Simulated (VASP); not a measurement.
# AlN (P6_3mc) in VASP: a series of runs, part 2 of 2

VASP 6.6.1.

## 3. Single point, LDA

This run uses another cell than the first one, of 10.62 Å³/atom, 0.987 times its volume.

File INCAR:

```
SYSTEM = AlN
  ALGO = Normal
  EDIFF = 1E-6
  ENCUT = 520
  GGA = CA
  ISIF = 2
  ISMEAR = 0
  LASPH = .TRUE.
  LCHARG = .FALSE.
  LREAL = .FALSE.
  LWAVE = .FALSE.
  NBANDS = 16
  NELM = 60
  PREC = Accurate
  SIGMA = 0.05
```

File KPOINTS:

```
k-points
0
G
  9 9 6
  0 0 0
```

File POSCAR:

```
AlN
1.0
    3.0886152983      0.0000000000      0.0000000000
   -1.5443076491      2.6748193108      0.0000000000
    0.0000000000      0.0000000000      5.1413000000
Al N
2 2
Direct
    0.3333333333      0.6666666667      0.0046466675
    0.6666666667      0.3333333333      0.5046466675
    0.3333333333      0.6666666667      0.3803533325
    0.6666666667      0.3333333333      0.8803533325
```

Potentials or basis: VASP PAW LDA potentials, release 64 (Al, N).

Run with:

```console
> cat potpaw_LDA.64/Al/POTCAR potpaw_LDA.64/N/POTCAR > POTCAR
> mpirun -np 1 vasp_std > vasp.out
```

OUTCAR:

```text
SYSTEM = AlN
   EDIFF = 1E-6
   ENCUT = 520
   GGA = CA
   ISIF = 2
   ISMEAR = 0
   LASPH = .TRUE.
   LREAL = .FALSE.
   NELM = 60
   PREC = Accurate

 ion  position               nearest neighbor table
   1  0.333  0.667  0.005-   4 1.89   4 1.89   4 1.89   3 1.93   2 3.13   2 3.13   2 3.13   2 3.13
                             2 3.13   2 3.13
   2  0.667  0.333  0.505-   3 1.89   3 1.89   3 1.89   4 1.93   1 3.13   1 3.13   1 3.13   1 3.13
                             1 3.13   1 3.13
   3  0.333  0.667  0.380-   2 1.89   2 1.89   2 1.89   1 1.93
   4  0.667  0.333  0.880-   1 1.89   1 1.89   1 1.89   2 1.93

  LATTYP: Found a hexagonal cell.
 ALAT       =     3.0886152983
 C/A-ratio  =     1.6645970778

  Lattice vectors:

 A1 = (   3.0886152983,   0.0000000000,   0.0000000000)
 A2 = (  -1.5443076491,   2.6748193108,   0.0000000000)
 A3 = (   0.0000000000,   0.0000000000,   5.1413000000)

Analysis of symmetry for initial positions (statically):
=====================================================================
 Subroutine PRICEL returns:
 Original cell was already a primitive cell.

 Routine SETGRP: Setting up the symmetry group for a
 hexagonal supercell.

 Subroutine GETGRP returns: Found 12 space group operations
 (whereof  6 operations were pure point group operations)
 out of a pool of 24 trial point group operations.

The static configuration has the point symmetry C_3v.
 The point group associated with its full space group is C_6v.

Analysis of symmetry for dynamics (positions and initial velocities):
=====================================================================
 Subroutine PRICEL returns:
 Original cell was already a primitive cell.

 Routine SETGRP: Setting up the symmetry group for a
 hexagonal supercell.

 Subroutine GETGRP returns: Found 12 space group operations
 (whereof  6 operations were pure point group operations)
 out of a pool of 24 trial point group operations.

The dynamic configuration has the point symmetry C_3v.
 The point group associated with its full space group is C_6v.

 Subroutine INISYM returns: Found 12 space group operations
 (whereof  6 operations are pure point group operations),
 and found     1 'primitive' translations

----------------------------------------------------------------------------------------

                                     Primitive cell

  volume of cell :      42.4748

  direct lattice vectors                    reciprocal lattice vectors
     3.088615298  0.000000000  0.000000000     0.323769684  0.186928514  0.000000000
    -1.544307649  2.674819311  0.000000000     0.000000000  0.373857029  0.000000000
     0.000000000  0.000000000  5.141300000     0.000000000  0.000000000  0.194503336

  length of vectors
     3.088615298  3.088615298  5.141300000     0.373857029  0.373857029  0.194503336

  position of ions in fractional coordinates (direct lattice)
     0.333333333  0.666666667  0.004646667
     0.666666667  0.333333333  0.504646667
     0.333333333  0.666666667  0.380353333
     0.666666667  0.333333333  0.880353333

  ion indices of the primitive-cell ions
   primitive index   ion index
                 1           1
                 2           2
                 3           3
                 4           4

----------------------------------------------------------------------------------------

 KPOINTS: k-points

Automatic generation of k-mesh.
 Grid dimensions read from file:
 generate k-points for:    9    9    6

 Generating k-lattice:

  Cartesian coordinates                     Fractional coordinates (reciprocal lattice)
     0.035974409  0.020769835  0.000000000     0.111111111  0.000000000  0.000000000
     0.000000000  0.041539670  0.000000000     0.000000000  0.111111111  0.000000000
     0.000000000  0.000000000  0.032417223     0.000000000  0.000000000  0.166666667

  Length of vectors
     0.041539670  0.041539670  0.032417223

  Shift w.r.t. Gamma in fractional coordinates (k-lattice)
     0.000000000  0.000000000  0.000000000

 Subroutine IBZKPT returns following result:
 ===========================================

 Found     48 irreducible k-points:

 Following reciprocal coordinates:
            Coordinates               Weight
  0.000000  0.000000  0.000000      1.000000
  0.111111  0.000000  0.000000      6.000000
  0.222222  0.000000  0.000000      6.000000
  0.333333  0.000000  0.000000      6.000000
  0.444444  0.000000  0.000000      6.000000
  0.111111  0.111111  0.000000      6.000000
[... 16 lines left out ...]
  0.333333  0.222222  0.166667     24.000000
  0.333333  0.333333  0.166667      4.000000
 [... further k-points ...]
   k-points           NKPTS =     48   k-points in BZ     NKDIM =     48   number of bands    NBANDS=     16
   number of dos      NEDOS =    301   number of ions     NIONS =      4
   total plane-waves  NPLWV =  23040
   dimension x,y,z NGX =    24 NGY =   24 NGZ =   40
   dimension x,y,z NGXF=    48 NGYF=   48 NGZF=   80
   ions per type =               2   2
   NGX,Y,Z   is equivalent  to a cutoff of  12.92, 12.92, 12.93 a.u.
   NGXF,Y,Z  is equivalent  to a cutoff of  25.84, 25.84, 25.87 a.u.
 SYSTEM =  AlN
   PREC   = accura    normal or accurate (medium, high low for compatibility)
   ISTART =      0    job   : 0-new  1-cont  2-samecut
   ICHARG =      2    charge: 1-file 2-atom 10-const
   ISPIN  =      1    spin polarized calculation?
   LNONCOLLINEAR =      F non collinear calculations
   LSORBIT =      F    spin-orbit coupling
   LASPH  =      T    aspherical Exc in radial PAW
   ENCUT  =  520.0 eV  38.22 Ry    6.18 a.u.   5.74  5.74  9.56*2*pi/ulx,y,z
   NELM   =     60;   NELMIN=  2; NELMDL= -5     # of ELM steps
   EDIFF  = 0.1E-05   stopping-criterion for ELM
   LREAL  =      F    real-space projection
   EDIFFG = 0.1E-04   stopping-criterion for IOM
   NSW    =      0    number of steps for IOM
   IBRION =     -1    ionic relax: 0-MD 1-quasi-New 2-CG
   NFREE  =      0    steps in history (QN), initial steepest desc. (CG)
   ISIF   =      2    stress and relaxation
   ISYM   =      2    0-nonsym 1-usesym 2-fastsym
   POTIM  = 0.5000    time-step for ionic-motion
   TEBEG  =    0.0;   TEEND  =   0.0 temperature during run
   PSTRESS=    0.0 pullay stress
   NELECT =      16.0000    total number of electrons
   NUPDOWN=      -1.0000    fix difference up-down
   EMIN   =  10.00;   EMAX   =-10.00  energy-range for DOS
   EFERMI =   0.00;   METHOD = LEGACY
   ISMEAR =     0;   SIGMA  =   0.05  broadening in eV -4-tet -1-fermi 0-gaus
   EFERMI_NEDOS =   21; number of points for ismear=-14 and -15
   IALGO  =     38    algorithm
   IMIX   =      4    mixing-type and parameters
     AMIX     =   0.40;   BMIX     =  1.00
     AMIX_MAG =   1.60;   BMIX_MAG =  1.00
  volume/ion in A,a.u.               =      10.62        71.66
  Fermi-wavevector in a.u.,A,eV,Ry     =   1.182327  2.234275 19.019558  1.397898
  Thomas-Fermi vector in A             =   2.318584
   LORBIT       =      0    0 simple, 1 ext, 2 COOP (PROOUT), +10 PAW based schemes
   GGA     = CA    functional components
   LHFCALC =     F    Hartree Fock is set to
   AEXX    =    0.0000 exact exchange contribution
   IVDW    =     0    specifies the selected vdW correction
   LEPSILON=     F    determine dielectric tensor
   LRPA    =     F    only Hartree local field effects (RPA)
 non-spin polarized calculation
 Gauss-broadening in eV      SIGMA  =   0.05
  energy-cutoff  :      520.00
  volume of cell :       42.47
 maximum number of plane-waves:      1172
 NGX is ok and might be reduce to    24
   NGX = 11   NGY = 11   NGZ = 19

 number of electron      16.0000002 magnetization

 Free energy of the ion-electron system (eV)
  ---------------------------------------------------
  ext. energy  EPLUGINS =         0.00000000
  ---------------------------------------------------
  free energy    TOTEN  =       -32.77219182 eV

  energy without entropy =      -32.77219182  energy(sigma->0) =      -32.77219182

 E-fermi :   5.8990     XC(G=0): -11.1745

 val. band max:        5.6154598999   @ k =   0.0000   0.0000   0.0000
 cond. band min:       9.7408061175   @ k =   0.0000   0.0000   0.0000
 fundamental gap:      4.1253462176
 Fermi energy:         5.8989730745

 k-point     1 :       0.0000    0.0000    0.0000
  band No.  band energies     occupation
      1      -9.1952      2.00000
      2      -7.1854      2.00000
      3      -0.3860      2.00000
      4       5.0661      2.00000
      5       5.0661      2.00000
      6       5.5003      2.00000
[... 433 lines left out ...]
      3       1.1058      2.00000
      4       1.5857      2.00000
      5       1.5857      2.00000
      6       2.9524      2.00000
[... 8 lines left out ...]
     15      18.7168      0.00000
     16      20.4854      0.00000

 [... further k-points ...]
[... 5 lines left out ...]
  --------------------------------------------------------------------------------------
  -------------------------------------------------------------------------------------
  Total       -0.8101402     -0.8101402     -3.7827399     -0.0000000     -0.0000000      0.0000000
  in kB      -30.5590274    -30.5590274   -142.6874746     -0.0000000     -0.0000000      0.0000000
  external PRESSURE =     -67.9351765 kB  Pullay stress =       0.0000000 kB

 VOLUME and BASIS-vectors are now :
 -----------------------------------------------------------------------------
  energy-cutoff  :      520.00
  volume of cell :       42.47
      direct lattice vectors                 reciprocal lattice vectors
     3.088615298  0.000000000  0.000000000     0.323769684  0.186928514  0.000000000
    -1.544307649  2.674819311  0.000000000     0.000000000  0.373857029  0.000000000
     0.000000000  0.000000000  5.141300000     0.000000000  0.000000000  0.194503336

 POSITION                                       TOTAL-FORCE (eV/Angst)
 -----------------------------------------------------------------------------------
     -0.00000      1.78321      0.02389        -0.000000      0.000000      0.007158
      1.54431      0.89161      2.59454         0.000000      0.000000      0.007158
     -0.00000      1.78321      1.95551        -0.000000     -0.000000     -0.007158
      1.54431      0.89161      4.52616         0.000000      0.000000     -0.007158
 -----------------------------------------------------------------------------------
    total drift:                               -0.000000      0.000000      0.000665

  FREE ENERGIE OF THE ION-ELECTRON SYSTEM (eV)
  ---------------------------------------------------
  free  energy   TOTEN  =       -32.7721918170 eV

  energy  without entropy=      -32.7721918170  energy(sigma->0) =      -32.77219182
```

Run time: 21 s. Hardware: 1 thread of Intel Xeon Platinum 8259CL at 2.50GHz (Skylake/Cascade Lake), shared host; peak memory 0.15 GiB.

What came out:

```yaml
Free_energy: -32.7722 eV
Pressure: -6.8 GPa
Largest_force: 0.007 eV/Å
Band_gap_on_the_k_mesh: 4.13 eV, direct
```

Forces in eV/Å, atoms in the order of the input:
```
Al   0.000  0.000  0.007
Al   0.000  0.000  0.007
N    0.000  0.000 -0.007
N    0.000  0.000 -0.007
```

## 4. Single point, LDA

This run uses another cell than the first one, of 10.59 Å³/atom, 0.984 times its volume.

File INCAR:

```
SYSTEM = AlN
PREC = Accurate ; ENCUT = 520
EDIFF = 1E-7 ; ISMEAR = 0
SIGMA = 0.05 ; LREAL = .False.
LASPH = .True. ; NELM = 60
ALGO = Normal ; ISIF = 2
LWAVE = .False. ; LCHARG = .True.
GGA = CA ; LELF = .True.
LVHAR = .True. ; NBANDS = 16
```

File KPOINTS:

```
regular mesh
0
Gamma
  9 9 6
  0 0 0
```

File POSCAR:

```
AlN
1.0
    3.0268000000      0.0000000000      0.0000000000
   -1.5134000000      2.6212856922      0.0000000000
    0.0000000000      0.0000000000      5.3391000000
Al N
2 2
Direct
    0.3333333333      0.6666666667      0.0078140842
    0.6666666667      0.3333333333      0.5078140842
    0.3333333333      0.6666666667      0.3771859158
    0.6666666667      0.3333333333      0.8771859158
```

Run with:

```console
> cat potpaw_LDA.64/Al/POTCAR potpaw_LDA.64/N/POTCAR > POTCAR
> mpirun -np 1 vasp_std > vasp.out
```

Wall time 27 s (1 thread of Intel Xeon Platinum 8259CL at 2.50GHz (Skylake/Cascade Lake), shared host); peak memory 0.15 GiB.

It converged, with:

```yaml
Free_energy: -32.5604 eV
Pressure: -5.6 GPa
Largest_force: 0.021 eV/Å
Band_gap_on_the_k_mesh: 3.71 eV, direct
```

Forces on the atoms (eV/Å):
```
Al   0.000  0.000  0.021
Al   0.000  0.000  0.021
N    0.000  0.000 -0.021
N    0.000  0.000 -0.021
```

Stress tensor (GPa, compression positive):
```
  5.00   0.00   0.00
  0.00   5.00   0.00
  0.00   0.00 -26.66
```

Levels at points of the mesh, in eV from the valence-band top:
| k point | band 5 | band 6 | band 7 | band 8 | band 9 | band 10 | band 11 | band 12 |
| --- | --- | --- | --- | --- | --- | --- | --- | --- |
| (0.00, 0.00, 0.00) | -0.42 | -0.42 | 0.00 | 0.00 | 3.71 | 7.32 | 9.63 | 11.18 |
| (0.00, 0.00, 0.50) | -0.21 | -0.21 | -0.21 | -0.21 | 6.43 | 6.43 | 9.59 | 9.59 |

## 5. The runs side by side

| cell | gap on the mesh (eV) | pressure (GPa) | largest force (eV/Å) |
| --- | --- | --- | --- |
| a = 2.996, b = 2.996, c = 5.537 Å, angles 90.0, 90.0, 120.0°, 4 atoms | 3.09 | -6.9 | 0.03 |
| a = 3.089, b = 3.089, c = 5.141 Å, angles 90.0, 90.0, 120.0°, 4 atoms | 4.13 | -6.8 | 0.01 |
| a = 3.027, b = 3.027, c = 5.339 Å, angles 90.0, 90.0, 120.0°, 4 atoms | 3.71 | -5.6 | 0.02 |

Alike in all rows: task single point; level LDA; potentials or basis VASP PAW LDA potentials, release 64 (Al, N); no spin polarisation; k mesh 9 × 9 × 6; cutoff (eV) 520; smearing gaussian 0.05 eV.

Absolute energies hang on the potentials; compare differences alone.
